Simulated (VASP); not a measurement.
A run of VASP 6.6.1:

File INCAR:

```
  ALGO = Normal
  EDIFF = 1E-7
  ENCUT = 520
  GGA = CA
  ISIF = 2
  ISMEAR = -1
  LASPH = True
  LCHARG = False
  LREAL = False
  LWAVE = False
  NBANDS = 20
  NELM = 60
  PREC = Accurate
  SIGMA = 0.1
```

Contents of KPOINTS:

```
k-points
0
Gamma
  18 18 10
```

File POSCAR:

```
In
1.0
    3.2733347749      0.0000000000      0.0000000000
   -1.6366673874      2.8347910701      0.0000000000
    0.0000000000      0.0000000000      5.3292037878
In
2
Direct
    0.3333333333      0.6666666667      0.2500000000
    0.6666666667      0.3333333333      0.7500000000
```

Potentials or basis: VASP PAW LDA potentials, release 64 (In_d).

Launch:

```bash
$ cat potpaw_LDA.64/In_d/POTCAR > POTCAR
$ mpirun -np 1 vasp_std > vasp.out
```

Hardware: 1 thread of Intel Xeon 8259CL, on a shared host.

Q: How long does it take, and how much memory?

A: It took 3.1 min on 1 thread of Intel Xeon 8259CL, on a shared host, peak memory 0.27 GiB. Counts: scf iterations 11, k points 222.
